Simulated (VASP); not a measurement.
The system is Ta2SiO2.

```
Ta Si O
1.0
     2.91645    0.00000    0.00000
    -1.45823    2.52572    0.00000
     0.00000    0.00000    9.63536
Ta Si O
2 1 2
Direct
  0.66667 0.33333 0.62825
  0.33333 0.66667 0.37175
  0.00000 0.00000 0.00000
  0.33333 0.66667 0.76202
  0.66667 0.33333 0.23798
```

Base run:

```yaml
Program: VASP 6.6.1
Functional: PBE
Potentials_or_basis: VASP PAW PBE potentials, release 64 (Ta_pv, Si, O)
Cutoff: 520 eV
k_mesh: 12 × 12 × 4
Occupations: gaussian, width 0.1 eV
Spin: no spin polarisation
```

Its results: band gap on the k mesh zero (band 19 reaches 6.89 eV, above the bottom of band 20 at 4.46 eV); pressure 0.3 GPa; largest force 0.082 eV/Å.

Q: The run is repeated on the same cell with these changes: potentials or basis from VASP PAW PBE potentials, release 64 (Ta_pv, Si, O) to VASP PAW PBE potentials, release 64 (Ta_sv_GW, Si, O); cutoff from 520 eV to 600 eV; further incar settings from ALGO = Normal; EDIFF = 1e-07; NBANDS = 27 to ALGO = Normal; EDIFF = 1e-06; NBANDS = 29; valence electrons from 38 to 42. What comes out?

A: Band gap on the k mesh zero (band 21 reaches 9.44 eV, above the bottom of band 22 at 7.02 eV); pressure -0.1 GPa; largest force 0.046 eV/Å.

Caveats: spin-orbit coupling is left out, which moves the levels of the heavy elements.
